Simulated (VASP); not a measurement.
BAs, 2 atoms in the cell. It takes space group F-43m (No. 216, cubic). Conventional cell: a = 4.479 Å, b = 4.479 Å, c = 4.479 Å, α = 90.00°, β = 90.00°, γ = 90.00°. B (site symmetry -43m) has 4 As at 1.94 Å within 2.6 Å. Within 2.6 Å of As (site symmetry -43m) lie 4 B at 1.94 Å.  This cell differs from its parent crystal: N replaced by As, lengths x 1.186, strained.

| Item | Value |
| --- | --- |
| Program | VASP 6.6.1 |
| Task | single point |
| Functional | PBE |
| Potentials or basis | VASP PAW PBE potentials, release 64 (B, As) |
| Cutoff | 520 eV |
| k mesh | 10 × 10 × 10 |
| Occupations | gaussian, width 0.02 eV |
| Spin | no spin polarisation |
| Dipole correction | no |
| Further INCAR settings | ALGO = Normal; EDIFF = 1e-07; NBANDS = 11 |

Potentials or basis: VASP PAW PBE potentials, release 64 (B, As).

Launch:

```bash
$ cat potpaw_PBE.64/B/POTCAR potpaw_PBE.64/As/POTCAR > POTCAR
$ mpirun -np 1 vasp_std > vasp.out
```

Hardware: 1 thread of Intel Xeon 8259CL, on a shared host.

Task: Estimate the wall time of this run.

Result: Run time: 12 s on 1 thread of Intel Xeon 8259CL (shared host), peak memory 0.14 GiB. Counts: scf iterations 13, k points 47.
